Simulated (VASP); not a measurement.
# HfB (Fm-3m) in VASP: further runs, part 2 of 2

VASP 6.6.1. Earlier steps stand in the parts before.

**4. Single point, PBEsol, non-collinear spin, zero start, spin-orbit coupling**

This run uses another cell than the first one, of 12.33 Å³/atom, 0.860 times its volume.

INCAR

```
SYSTEM = HfB
ALGO = Normal
EDIFF = 1E-6
ENCUT = 520
GGA = PS
GGA_COMPAT = .False.
ISIF = 2
ISMEAR = -1
LASPH = .True.
LCHARG = .True.
LMAXMIX = 4
LNONCOLLINEAR = .True.
LORBIT = 11
LORBMOM = .True.
LREAL = .False.
LSORBIT = .True.
LVHAR = .True.
LWAVE = .False.
MAGMOM = 0 0 0 0 0 0
NBANDS = 25
NELM = 150
PREC = Accurate
SIGMA = 0.05
```

KPOINTS

```
k-points
0
Gamma
  7 7 7
  0 0 0
```

POSCAR

```
HfB
1.0
    0.0000000000      2.3100000000      2.3100000000
    2.3100000000      0.0000000000      2.3100000000
    2.3100000000      2.3100000000      0.0000000000
Hf B
1 1
Direct
    0.5000000000      0.5000000000      0.5000000000
    0.0000000000      0.0000000000      0.0000000000
```

Potentials or basis: VASP PAW PBE potentials, release 64 (Hf_pv, B).

Run with:

```sh
$ cat potpaw_PBE.64/Hf_pv/POTCAR potpaw_PBE.64/B/POTCAR > POTCAR
$ mpirun -np 1 vasp_ncl > vasp.out
```

OUTCAR:

```text
SYSTEM = HfB
   EDIFF = 1E-6
   ENCUT = 520
   GGA = PS
   ISIF = 2
   ISMEAR = -1
   LASPH = .True.
   LNONCOLLINEAR = .True.
   LORBIT = 11
   LREAL = .False.
   LSORBIT = .True.
   NELM = 150
   PREC = Accurate

 ion  position               nearest neighbor table
   1  0.500  0.500  0.500-   2 2.31   2 2.31   2 2.31   2 2.31   2 2.31   2 2.31
   2  0.000  0.000  0.000-   1 2.31   1 2.31   1 2.31   1 2.31   1 2.31   1 2.31

  LATTYP: Found a face centered cubic cell.
 ALAT       =     4.6200000000

  Lattice vectors:

 A1 = (   0.0000000000,   2.3100000000,   2.3100000000)
 A2 = (   2.3100000000,   0.0000000000,   2.3100000000)
 A3 = (   2.3100000000,   2.3100000000,   0.0000000000)

Analysis of symmetry for initial positions (statically):
=====================================================================
 Subroutine PRICEL returns:
 Original cell was already a primitive cell.

 Routine SETGRP: Setting up the symmetry group for a
 face centered cubic supercell.

 Subroutine GETGRP returns: Found 48 space group operations
 (whereof 48 operations were pure point group operations)
 out of a pool of 48 trial point group operations.

The static configuration has the point symmetry O_h .

Analysis of symmetry for dynamics (positions and initial velocities):
=====================================================================
 Subroutine PRICEL returns:
 Original cell was already a primitive cell.

 Routine SETGRP: Setting up the symmetry group for a
 face centered cubic supercell.

 Subroutine GETGRP returns: Found 48 space group operations
 (whereof 48 operations were pure point group operations)
 out of a pool of 48 trial point group operations.

The dynamic configuration has the point symmetry O_h .

Analysis of structural, dynamic, and magnetic symmetry:
=====================================================================
 Subroutine PRICEL returns:
 Original cell was already a primitive cell.

 Routine SETGRP: Setting up the symmetry group for a
 face centered cubic supercell.

 Subroutine GETGRP returns: Found 48 space group operations
 (whereof 48 operations were pure point group operations)
 out of a pool of 48 trial point group operations.

The overall configuration has the point symmetry O_h .

 Subroutine INISYM returns: Found 48 space group operations
 (whereof 48 operations are pure point group operations),
 and found     1 'primitive' translations

----------------------------------------------------------------------------------------

                                     Primitive cell

  volume of cell :      24.6528

  direct lattice vectors                    reciprocal lattice vectors
     0.000000000  2.310000000  2.310000000    -0.216450216  0.216450216  0.216450216
     2.310000000  0.000000000  2.310000000     0.216450216 -0.216450216  0.216450216
     2.310000000  2.310000000  0.000000000     0.216450216  0.216450216 -0.216450216

  length of vectors
     3.266833329  3.266833329  3.266833329     0.374902772  0.374902772  0.374902772

  position of ions in fractional coordinates (direct lattice)
     0.500000000  0.500000000  0.500000000
[... 696 lines left out ...]
  --------------------------------------------------------------------------------------
  -------------------------------------------------------------------------------------
  Total        3.6661997      3.6661997      3.6661997     -0.0000000      0.0000000     -0.0000000
  in kB      238.2652804    238.2652804    238.2652804     -0.0000000      0.0000000     -0.0000000
  external PRESSURE =     238.2652804 kB  Pullay stress =       0.0000000 kB

 VOLUME and BASIS-vectors are now :
 -----------------------------------------------------------------------------
  energy-cutoff  :      520.00
  volume of cell :       24.65
      direct lattice vectors                 reciprocal lattice vectors
     0.000000000  2.310000000  2.310000000    -0.216450216  0.216450216  0.216450216
     2.310000000  0.000000000  2.310000000     0.216450216 -0.216450216  0.216450216
     2.310000000  2.310000000  0.000000000     0.216450216  0.216450216 -0.216450216

 POSITION                                       TOTAL-FORCE (eV/Angst)
 -----------------------------------------------------------------------------------
      2.31000      2.31000      2.31000         0.000000     -0.000000      0.000000
      0.00000      0.00000      0.00000        -0.000000      0.000000     -0.000000
 -----------------------------------------------------------------------------------
    total drift:                               -0.000000     -0.000000     -0.000000

  FREE ENERGIE OF THE ION-ELECTRON SYSTEM (eV)
  ---------------------------------------------------
  free  energy   TOTEN  =       -18.8765950199 eV

  energy  without entropy=      -18.8625385629  energy(sigma->0) =      -18.86956679

 orbital moment (x)

 # of ion     p       d       tot
 ----------------------------------------
  1         0.000  -0.000  -0.000
  2         0.000   0.000   0.000
 ----------------------------------------
            0.000  -0.000  -0.000

 orbital moment (y)

 # of ion     p       d       tot
 ----------------------------------------
  1         0.000   0.000   0.000
  2         0.000   0.000   0.000
 ----------------------------------------
            0.000   0.000   0.000

 orbital moment (z)

 # of ion     p       d       tot
 ----------------------------------------
  1         0.000   0.000   0.000
  2         0.000   0.000   0.000
 ----------------------------------------
            0.000   0.000   0.000

 Spin-Orbit-Coupling matrix elements

 Ion:    1  E_soc:     -1.3537776
 l=   1
     0.0000000    -0.2179691    -0.2179691
    -0.2179691     0.0000000    -0.2179691
    -0.2179691    -0.2179691     0.0000000
 l=   2
     0.0000000    -0.0016055     0.0000000    -0.0016055    -0.0060550
    -0.0016055     0.0000000    -0.0045413    -0.0016055    -0.0015138
     0.0000000    -0.0045413     0.0000000    -0.0045413     0.0000000
    -0.0016055    -0.0016055    -0.0045413     0.0000000    -0.0015138
    -0.0060550    -0.0015138     0.0000000    -0.0015138     0.0000000
 l=   3
     0.0000000     0.0000000     0.0000000     0.0000000     0.0000000     0.0000000     0.0000000
     0.0000000     0.0000000     0.0000000     0.0000000     0.0000000     0.0000000     0.0000000
     0.0000000     0.0000000     0.0000000     0.0000000     0.0000000     0.0000000     0.0000000
     0.0000000     0.0000000     0.0000000     0.0000000     0.0000000     0.0000000     0.0000000
     0.0000000     0.0000000     0.0000000     0.0000000     0.0000000     0.0000000     0.0000000
     0.0000000     0.0000000     0.0000000     0.0000000     0.0000000     0.0000000     0.0000000
     0.0000000     0.0000000     0.0000000     0.0000000     0.0000000     0.0000000     0.0000000

 Ion:    2  E_soc:      0.0000302
 l=   1
     0.0000000     0.0000050     0.0000050
     0.0000050     0.0000000     0.0000050
     0.0000050     0.0000050     0.0000000
 l=   2
     0.0000000     0.0000000     0.0000000     0.0000000     0.0000000
     0.0000000     0.0000000     0.0000000     0.0000000     0.0000000
     0.0000000     0.0000000     0.0000000     0.0000000     0.0000000
     0.0000000     0.0000000     0.0000000     0.0000000     0.0000000
     0.0000000     0.0000000     0.0000000     0.0000000     0.0000000
 l=   3
     0.0000000     0.0000000     0.0000000     0.0000000     0.0000000     0.0000000     0.0000000
     0.0000000     0.0000000     0.0000000     0.0000000     0.0000000     0.0000000     0.0000000
     0.0000000     0.0000000     0.0000000     0.0000000     0.0000000     0.0000000     0.0000000
     0.0000000     0.0000000     0.0000000     0.0000000     0.0000000     0.0000000     0.0000000
     0.0000000     0.0000000     0.0000000     0.0000000     0.0000000     0.0000000     0.0000000
     0.0000000     0.0000000     0.0000000     0.0000000     0.0000000     0.0000000     0.0000000
     0.0000000     0.0000000     0.0000000     0.0000000     0.0000000     0.0000000     0.0000000

 total charge

# of ion       s       p       d       tot
------------------------------------------
    1        0.355   6.725   1.898   8.978
    2        0.792   1.134   0.000   1.926
--------------------------------------------------
tot          1.147   7.859   1.898  10.905

 magnetization (x)

# of ion       s       p       d       tot
------------------------------------------
    1        0.000  -0.000   0.000  -0.000
    2       -0.000   0.000   0.000  -0.000
--------------------------------------------------
tot         -0.000  -0.000   0.000  -0.000

 magnetization (y)

# of ion       s       p       d       tot
------------------------------------------
    1        0.000   0.000   0.000   0.000
    2        0.000   0.000   0.000   0.000
--------------------------------------------------
tot          0.000   0.000   0.000   0.000

 magnetization (z)

# of ion       s       p       d       tot
------------------------------------------
    1        0.000   0.000  -0.000  -0.000
    2       -0.000   0.000   0.000   0.000
--------------------------------------------------
tot          0.000   0.000  -0.000   0.000
```

OSZICAR:

```text
N       E                     dE             d eps       ncg     rms          rms(c)
DAV:   1     0.385984663593E+02    0.38598E+02   -0.70461E+03  1000   0.102E+03
DAV:   2    -0.184125277405E+02   -0.57011E+02   -0.54195E+02  1216   0.258E+02
DAV:   3    -0.203993391962E+02   -0.19868E+01   -0.19645E+01  1280   0.341E+01
DAV:   4    -0.204111915270E+02   -0.11852E-01   -0.11848E-01  1127   0.294E+00
DAV:   5    -0.204112701756E+02   -0.78649E-04   -0.78647E-04  1253   0.229E-01    0.737E+01
DAV:   6    -0.189466642773E+02    0.14646E+01   -0.30506E+00  1091   0.106E+01    0.456E+01
DAV:   7    -0.188912216019E+02    0.55443E-01   -0.55409E-01  1180   0.519E+00    0.213E+01
DAV:   8    -0.188866058832E+02    0.46157E-02   -0.11243E-02  1187   0.749E-01    0.396E+00
DAV:   9    -0.188765783920E+02    0.10027E-01   -0.31098E-02  1106   0.111E+00    0.490E-01
DAV:  10    -0.188765920587E+02   -0.13667E-04   -0.15601E-03  1147   0.325E-01    0.136E-01
DAV:  11    -0.188765940151E+02   -0.19564E-05   -0.99225E-06  1267   0.264E-02    0.504E-02
DAV:  12    -0.188765951184E+02   -0.11033E-05   -0.40397E-07   793   0.589E-03    0.962E-03
DAV:  13    -0.188765950199E+02    0.98520E-07   -0.24256E-07   599   0.393E-03
   1 F= -.18876595E+02 E0= -.18869567E+02  d E =-.140565E-01  mag=    -0.0000     0.0000     0.0000
```

stdout:

```text
POSCAR found type information on POSCAR HfB
 POSCAR found :  2 types and       2 ions
 scaLAPACK will be used
 -----------------------------------------------------------------------------
|                                                                             |
|                                                                             |
|     You enforced a specific xc type in the INCAR file but a different       |
|     I HOPE YOU KNOW WHAT YOU ARE DOING!                                     |
|                                                                             |
 -----------------------------------------------------------------------------

 LDA part: xc-table for (Slater+PW92), standard interpolation
 POSCAR, INCAR and KPOINTS ok, starting setup
 FFT: planning ... GRIDC
 FFT: planning ... GRID_SOFT
 FFT: planning ... GRID
 WAVECAR not read
 entering main loop
```

It took 36 s on 1 thread of AMD EPYC 7R13, shared host; peak memory 0.18 GiB.

Results:

```yaml
Free_energy: -18.8766 eV
Pressure: 23.8 GPa
Net_moment: 0.00 μB per cell
Valence_electrons_inside_the_program's_atomic_spheres: Hf 8.98; B 1.93
```

Moments on the atoms (μB; x, y, z):
```
Hf  0.00 0.00 0.00
B   0.00 0.00 0.00
```

Caveat: the PAW data sets were made with another functional, which shifts forces and pressure a little.

**5. The runs side by side**

| level | spin | cell | k mesh | gap on the mesh (eV) | pressure (GPa) |
| --- | --- | --- | --- | --- | --- |
| revPBE | off | a = 3.435 Å, angles 60.0°, 2 atoms | 10 × 10 × 10 | none | 0.0 |
| BLYP | off | a = 3.456 Å, angles 60.0°, 2 atoms | 10 × 10 × 10 | none | 0.4 |
| PBEsol | non-collinear, zero start, SOC | a = 3.267 Å, angles 60.0°, 2 atoms | 7 × 7 × 7 | - | 23.8 |

Alike in all rows: task single point; potentials or basis VASP PAW PBE potentials, release 64 (Hf_pv, B); cutoff (eV) 520; smearing fermi-dirac 0.05 eV.

Caveats: the PAW data sets were made with another functional, which shifts forces and pressure a little; spin-orbit coupling is left out, which moves the levels of the heavy elements (some runs).

Absolute energies hang on the potentials; compare differences alone.
